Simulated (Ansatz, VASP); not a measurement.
AlAs: VASP beside Ansatz

```xyz
2
Lattice="0.0000 2.8400 2.8400 2.8400 0.0000 2.8400 2.8400 2.8400 0.0000" Properties=species:S:1:pos:R:3 pbc="T T T"
Al    0.0000    0.0000    0.0000
As    1.4200    1.4200    1.4200
```

Alike in both runs: task single point; functional LDA; k mesh 6 × 6 × 6; occupations gaussian, width 0.1 eV; no spin polarisation.

|  | VASP | Ansatz |
| --- | --- | --- |
| version | VASP 6.6.1 | Ansatz 0.2.0 |
| potentials or method | VASP PAW LDA potentials, release 64 (Al, As), cutoff 500 eV | scalar-relativistic, plane waves, PAW |
| valence electrons in the cell | 8 | 18 |

|  | VASP | Ansatz | Ansatz less VASP |
| --- | --- | --- | --- |
| gap on the k mesh at the Fermi level (eV) | 1.35 | 1.36 | +0.013 |
| least direct gap on the mesh (eV) | 1.80 | 1.77 | -0.033 |
| pressure (GPa) | -1.6 | -1.9 | -0.32 |

Ansatz warns that its potentials were made for another functional, while VASP's fit it. LDA's correlation is that of Perdew and Zunger in VASP and of Perdew and Wang (1992) in Ansatz. VASP's potentials hold 8 valence electrons a cell and Ansatz's 18, so a difference there can come from the potentials and not from the codes.
